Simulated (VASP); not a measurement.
Crystal: LiBe4.

```
CELL_PARAMETERS angstrom
3.52887 0.00000 0.00000
0.00000 3.52887 0.00000
0.00000 0.00000 3.52887
ATOMIC_POSITIONS crystal
Li 0.50000 0.50000 0.50000
Be 0.00000 0.50000 0.50000
Be 0.50000 0.00000 0.50000
Be 0.50000 0.50000 0.00000
Be 0.00000 0.00000 0.00000
```

The cell was generated, and may not be a known phase.

```yaml
Program: VASP 6.6.1
Task: relaxation of cell and atoms
Functional: PBE
Potentials_or_basis: VASP PAW PBE potentials, release 64 (Li_sv, Be)
Cutoff: 750 eV
k_mesh: 5 × 5 × 5
Occupations: gaussian, width 0.2 eV
Spin: no spin polarisation
```

At the start: pressure 17.4 GPa; volume 8.79 Å³/atom.

How do energy, volume and symmetry change on relaxing?

Over 4 steps the energy falls by 93.5 meV/atom and the volume is 10.81 Å³/atom (+22.9 %); space group Pm-3m (No. 221, to 0.1 Å) before and after.

The path:
```tsv
step	energy change (eV)	largest force (eV/Å)	pressure (GPa)	volume (Å³)
1	0.0000	0.0000	17.39	43.94
2	-0.4159	0.0000	4.75	50.30
3	-0.4615	0.0000	-1.40	55.27
4	-0.4674	0.0000	-0.08	54.03
```

Final structure:
```yaml
crystal:
  lattice:
    - [3.78038, 0.00000, 0.00000]
    - [0.00000, 3.78038, 0.00000]
    - [0.00000, 0.00000, 3.78038]
  atoms:
    - { symbol: Li, position: [0.50000, 0.50000, 0.50000] }
    - { symbol: Be, position: [0.00000, 0.50000, 0.50000] }
    - { symbol: Be, position: [0.50000, 0.00000, 0.50000] }
    - { symbol: Be, position: [0.50000, 0.50000, 0.00000] }
    - { symbol: Be, position: [0.00000, 0.00000, 0.00000] }
```

Caveat: the volume moved by over 15 % at a fixed basis, so the end points are rough.
